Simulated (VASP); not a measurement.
Here is a VASP 6.6.1 calculation.

The input INCAR:

```
SYSTEM = GaSb
PREC = Accurate
ENCUT = 500
EDIFF = 1E-6
ISMEAR = 0
SIGMA = 0.1
LREAL = .FALSE.
LASPH = .TRUE.
NELM = 120
ALGO = Normal
ISIF = 2
LWAVE = .FALSE.
LCHARG = .TRUE.
GGA = CA
LELF = .TRUE.
LVHAR = .TRUE.
NBANDS = 16
GGA_COMPAT = .FALSE.
```

File KPOINTS:

```
Automatic mesh
0
G
  12 12 12
  0 0 0
```

Contents of POSCAR:

```
GaSb
1.0
    0.0000000000      3.0243850669      3.0243850669
    3.0243850669      0.0000000000      3.0243850669
    3.0243850669      3.0243850669      0.0000000000
Ga Sb
1 1
Direct
    0.0000000000      0.0000000000      0.0000000000
    0.2500000000      0.2500000000      0.2500000000
```

Potentials or basis: VASP PAW LDA potentials, release 64 (Ga_d, Sb).

Launch:

```console
$ cat potpaw_LDA.64/Ga_d/POTCAR potpaw_LDA.64/Sb/POTCAR > POTCAR
$ mpirun -np 1 vasp_std > vasp.out
```

Predict the pressure.

0.2 GPa.
